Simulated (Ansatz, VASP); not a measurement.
## Two plane-wave programs on Li3Mg3B2N6

```
N Li Mg B
1.0
     3.77917    0.00000    0.00000
     0.00000    3.77917    0.00000
     0.00000    0.00000   20.58706
N Li Mg B
6 3 3 2
Cartesian
  1.8896 1.8896 5.0000
  0.0000 0.0000 6.7388
  0.0000 0.0000 9.4241
  1.8896 1.8896 11.1629
  1.8896 1.8896 13.8482
  0.0000 0.0000 15.5871
  0.0000 1.8896 5.8694
  1.8896 0.0000 10.2935
  0.0000 1.8896 14.7176
  1.8896 0.0000 5.8694
  0.0000 1.8896 10.2935
  1.8896 0.0000 14.7176
  0.0000 0.0000 8.0815
  1.8896 1.8896 12.5056
```

Alike in both runs: task single point; functional PBEsol; k mesh 7 × 7 × 1; occupations gaussian, width 0.05 eV; no spin polarisation.

|  | VASP | Ansatz |
| --- | --- | --- |
| version | VASP 6.6.1 | Ansatz 0.2.0 |
| potentials or method | VASP PAW PBE potentials, release 64 (N, Li_sv, Mg, B), cutoff 520 eV | scalar-relativistic, plane waves, PAW |
| valence electrons in the cell | 51 | 75 |

```csv
,VASP,Ansatz,Ansatz less VASP
gap on the k mesh at the Fermi level (eV),none,none,-
rms of the force components (eV/Å),0.406,0.405,-0.0007
```

VASP's potentials were made for PBE, not for PBEsol. A gap of «none» marks a metal or a gap that the smearing closes. VASP's potentials hold 51 valence electrons a cell and Ansatz's 75, so a difference there can come from the potentials and not from the codes.

Noted on VASP's run: the cutoff is under 1.25 times that of the potentials, so the pressure is a little rough.
